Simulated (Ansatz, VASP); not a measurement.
# One calculation of Pd, two programs

```
Pd
1.0
     0.03647    1.94490    1.94490
     1.94490    0.03647    1.94490
     1.98137    1.98137    0.00000
Pd
1
Direct
  0.00000 0.00000 0.00000
```

Change from the starting cell: strain +0.0375 x Voigt [0, 0, 0, 0, 0, 1], atoms carried along.

Alike in both runs: task single point; functional PBEsol; k mesh 20 × 20 × 20; occupations gaussian, width 0.15 eV; no spin polarisation.

|  | VASP | Ansatz |
| --- | --- | --- |
| version | VASP 6.6.1 | Ansatz 0.2.0 |
| potentials or method | VASP PAW PBE potentials, release 64 (Pd), cutoff 520 eV | scalar-relativistic, plane waves, PAW |
| valence electrons in the cell | 10 | 18 |

|  | VASP | Ansatz | Ansatz less VASP |
| --- | --- | --- | --- |
| gap on the k mesh at the Fermi level (eV) | none | none | - |
| pressure (GPa) | -2.2 | -1.9 | +0.30 |
| traceless stress, the component that is largest in VASP (GPa) | -2.92 | -2.93 | -0.009 |

VASP's potentials were made for PBE, not for PBEsol. A gap of «none» marks a metal or a gap that the smearing closes. VASP's potentials hold 10 valence electrons a cell and Ansatz's 18, so a difference there can come from the potentials and not from the codes.
